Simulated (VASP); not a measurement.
Input of a VASP 6.6.1 run:

File POSCAR:

```
AlNi
1.0
    2.8943154884      0.0000000000      0.0000000000
    0.0000000000      2.8943154884      0.0000000000
    0.0000000000      0.0000000000      2.8900989120
Al Ni
1 1
Direct
    0.0000000000      0.0000000000      0.0000000000
    0.5000000000      0.5000000000      0.5000000000
```

Contents of INCAR.step1:

```
PREC     = Accurate       # precision mode
ENCUT    = 520            # plane-wave cutoff, eV
ISMEAR   = 0              # smearing method
SIGMA    = 0.1            # smearing width, eV
LREAL    = False          # projectors in reciprocal space
LASPH    = True           # aspherical terms in the spheres
NELM     = 100            # most SCF steps
NBANDS   = 14             # bands
GGA      = PE             # functional
ALGO     = Normal         # electronic algorithm
EDIFF    = 1E-4           # SCF threshold, eV
LWAVE    = True           # write WAVECAR
LCHARG   = False          # write CHGCAR
```

The input INCAR.step2:

```
PREC     = Accurate       # precision mode
ENCUT    = 520            # plane-wave cutoff, eV
EDIFF    = 1E-6           # SCF threshold, eV
ISMEAR   = 0              # smearing method
SIGMA    = 0.1            # smearing width, eV
LREAL    = False          # projectors in reciprocal space
LASPH    = True           # aspherical terms in the spheres
NELM     = 100            # most SCF steps
ALGO     = Normal         # electronic algorithm
ISIF     = 2              # what is computed and relaxed
LWAVE    = False          # write WAVECAR
LCHARG   = False          # write CHGCAR
METAGGA  = R2SCAN         # meta-GGA
LMIXTAU  = True         
NBANDS   = 14             # bands
ISTART   = 1
```

The input KPOINTS:

```
regular mesh
0
Gamma
  20 20 18
```

Potentials or basis: VASP PAW PBE potentials, release 64 (Al, Ni).

Launch:

```bash
$ cat potpaw_PBE.64/Al/POTCAR potpaw_PBE.64/Ni/POTCAR > POTCAR
$ cp INCAR.step1 INCAR
$ mpirun -np 1 vasp_std > vasp.out
$ cp INCAR.step2 INCAR
$ mpirun -np 1 vasp_std > vasp.out
```

What does it give for the pressure?

-5.3 GPa.

Caveat: the PAW data sets were made with another functional, which shifts forces and pressure a little. Spin polarisation is off, so any magnetic state and its effect on volume and gap are missing.
